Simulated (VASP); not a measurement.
Write the native input for VASP 6.6.1 that does the following.

```yaml
Task: single point
Functional: r2SCAN
Dispersion: D3(BJ)
Potentials_or_basis: VASP PAW PBE potentials, release 64 (Hf_pv, O)
Cutoff: 520 eV
k_mesh: 2 × 2 × 3
Occupations: gaussian, width 0.01 eV
Spin: no spin polarisation
Dipole_correction: no
Further_INCAR_settings: ALGO = Normal; EDIFF = 1e-07; NBANDS = 31
```

The system is HfO2.

```
Hf O
1.0
     4.81353    0.00000    0.00000
     0.00000    4.81353    0.00000
     0.00000    0.00000    3.20541
Hf O
2 4
Cartesian
  0.0000 0.0000 0.0000
  2.4068 2.4068 1.6027
  0.9384 3.8751 1.6027
  1.4683 1.4683 0.0000
  3.3452 3.3452 0.0000
  3.8751 0.9384 1.6027
```

The input as run:

POSCAR

```
HfO2
1.0
    4.8135330000      0.0000000000      0.0000000000
    0.0000000000      4.8135330000      0.0000000000
    0.0000000000      0.0000000000      3.2054150000
Hf O
2 4
Direct
    0.0000000000      0.0000000000      0.0000000000
    0.5000000000      0.5000000000      0.5000000000
    0.1949550000      0.8050450000      0.5000000000
    0.3050450000      0.3050450000      0.0000000000
    0.6949550000      0.6949550000      0.0000000000
    0.8050450000      0.1949550000      0.5000000000
```

INCAR.step1

```
PREC     = Accurate       # precision mode
ENCUT    = 520            # plane-wave cutoff, eV
ISMEAR   = 0              # smearing method
SIGMA    = 0.01           # smearing width, eV
LREAL    = False          # projectors in reciprocal space
LASPH    = True           # aspherical terms in the spheres
NELM     = 100            # most SCF steps
NBANDS   = 31             # bands
GGA      = PE             # functional
ALGO     = Normal         # electronic algorithm
EDIFF    = 1E-4           # SCF threshold, eV
LWAVE    = True           # write WAVECAR
LCHARG   = False          # write CHGCAR
```

INCAR.step2

```
PREC     = Accurate       # precision mode
ENCUT    = 520            # plane-wave cutoff, eV
EDIFF    = 1E-7           # SCF threshold, eV
ISMEAR   = 0              # smearing method
SIGMA    = 0.01           # smearing width, eV
LREAL    = False          # projectors in reciprocal space
LASPH    = True           # aspherical terms in the spheres
NELM     = 100            # most SCF steps
ALGO     = Normal         # electronic algorithm
ISIF     = 2              # what is computed and relaxed
LWAVE    = False          # write WAVECAR
LCHARG   = False          # write CHGCAR
METAGGA  = R2SCAN         # meta-GGA
LMIXTAU  = True         
IVDW     = 12             # dispersion correction
VDW_S6   = 1.0          
VDW_S8   = 0.78981345   
VDW_A1   = 0.49484001   
VDW_A2   = 5.73083694   
NBANDS   = 31             # bands
ISTART   = 1
```

KPOINTS

```
Automatic mesh
0
Gamma
  2 2 3
```

Potentials or basis: VASP PAW PBE potentials, release 64 (Hf_pv, O).

Launch:

```sh
$ cat potpaw_PBE.64/Hf_pv/POTCAR potpaw_PBE.64/O/POTCAR > POTCAR
$ cp INCAR.step1 INCAR
$ mpirun -np 1 vasp_std > vasp.out
$ cp INCAR.step2 INCAR
$ mpirun -np 1 vasp_std > vasp.out
```

Results of the run:

```
Pressure                   : -0.9 GPa
Largest force              : 0.013 eV/Å
Band gap on the k mesh     : 4.52 eV, direct
Dispersion energy per atom : -0.099 eV
```

Caveat: the k points lie up to 0.65 Å⁻¹ apart; three body term missing; the PAW data sets were made with another functional, which shifts forces and pressure a little; spin-orbit coupling is left out, which moves the levels of the heavy elements.

Run time: 46 s on 1 thread of Intel(R) Xeon(R) Platinum 8488C (Sapphire Rapids), with other jobs on the host, peak memory 0.18 GiB.
